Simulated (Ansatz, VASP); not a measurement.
## One calculation of Ba, two programs

```xyz
1
Lattice="-2.3789 2.3789 2.3789 2.3789 -2.3789 2.3789 2.3789 2.3789 -2.3789" Properties=species:S:1:pos:R:3 pbc="T T T"
Ba    0.0000    0.0000    0.0000
```

Alike in both runs: task single point; functional LDA; k mesh 9 × 9 × 9; occupations fermi-dirac, width 0.1 eV; no spin polarisation.

|  | VASP | Ansatz |
| --- | --- | --- |
| version | VASP 6.6.1 | Ansatz 0.2.0 |
| potentials or method | VASP PAW LDA potentials, release 64 (Ba_sv), cutoff 520 eV | plane waves (600 eV) with PAW, scalar-relativistic |
| valence electrons in the cell | 10 | 10 |

```tsv
	VASP	Ansatz	Ansatz less VASP
pressure (GPa)	0.1	0.0	-0.10
```

Ansatz warns that its potentials were made for another functional, while VASP's fit it. LDA's correlation is that of Perdew and Zunger in VASP and of Perdew and Wang (1992) in Ansatz.

Spin-orbit coupling is off throughout.
